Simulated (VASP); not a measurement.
Here is a VASP 6.6.1 calculation.

The input INCAR:

```
PREC = Accurate
ENCUT = 520
EDIFF = 1E-6
ISMEAR = 0
SIGMA = 0.1
LREAL = Auto
LASPH = True
NELM = 60
ALGO = Normal
ISIF = 2
LWAVE = False
LCHARG = False
GGA = PE
IVDW = 12
NBANDS = 43
```

The input KPOINTS:

```
Automatic mesh
0
Gamma
  4 4 4
```

Contents of POSCAR:

```
H7C2SN
1.0
    2.5906184696     -4.6633584864      0.0139441696
    2.5906184696      4.6633584864      0.0139441696
   -1.6107131081      0.0000000000      8.6027644479
H C S N
14 4 2 2
Direct
    0.9827213200      0.1581785115      0.5756746791
    0.1581785115      0.9827213200      0.0756746791
    0.1861169495      0.2527491365      0.4193330486
    0.2527491365      0.1861169495      0.9193330486
    0.8979010292      0.7116435049      0.2974870559
    0.7116435049      0.8979010292      0.7974870559
    0.6906563676      0.6161357875      0.4535941051
    0.6161357875      0.6906563676      0.9535941051
    0.5165043055      0.9339460667      0.3935316843
    0.9339460667      0.5165043055      0.8935316843
    0.4219565918      0.6778863698      0.2330263363
    0.6778863698      0.4219565918      0.7330263363
    0.7206154536      1.0366353284      0.2391694963
    1.0366353284      0.7206154536      0.7391694963
    0.0726484968      0.0758251985      0.4903977289
    0.0758251985      0.0726484968      0.9903977289
    0.8160319836      0.7963496119      0.3862543760
    0.7963496119      0.8160319836      0.8862543760
    0.3388975980      0.0046283881      0.5907235763
    0.0046283881      0.3388975980      0.0907235763
    0.6061042480      0.8658677528      0.3070079132
    0.8658677528      0.6061042480      0.8070079132
```

Potentials or basis: VASP PAW PBE potentials, release 64 (H, C, S, N).

Run with:

```bash
$ cat potpaw_PBE.64/H/POTCAR potpaw_PBE.64/C/POTCAR potpaw_PBE.64/S/POTCAR potpaw_PBE.64/N/POTCAR > POTCAR
$ mpirun -np 1 vasp_std > vasp.out
```

**Question.** Predict the dispersion energy per atom.

**Answer.** -0.067 eV.

**Question.** Predict the band gap on the k mesh.

**Answer.** 3.73 eV.

**Question.** Estimate the largest force.

**Answer.** 0.103 eV/Å.

**Question.** Predict the pressure.

**Answer.** -0.2 GPa.

Forces on the atoms (eV/Å):
```
H   -0.005  0.022  0.011
H   -0.005 -0.022  0.011
H    0.019  0.009 -0.014
H    0.019 -0.009 -0.014
H   -0.003 -0.018 -0.016
H   -0.003  0.018 -0.016
H   -0.021 -0.009  0.017
H   -0.021  0.009  0.017
H    0.000  0.002 -0.008
H    0.000 -0.002 -0.008
H   -0.014  0.009 -0.019
H   -0.014 -0.009 -0.019
H   -0.005  0.000  0.000
H   -0.005  0.000  0.000
C    0.023 -0.090  0.044
C    0.023  0.090  0.044
C    0.012  0.002 -0.002
C    0.012 -0.002 -0.002
S   -0.012  0.055 -0.032
S   -0.012 -0.055 -0.032
N    0.005  0.013  0.018
N    0.005 -0.013  0.018
```

A k mesh can miss the band edges. As with any semilocal functional, this PBE gap is likely too small.
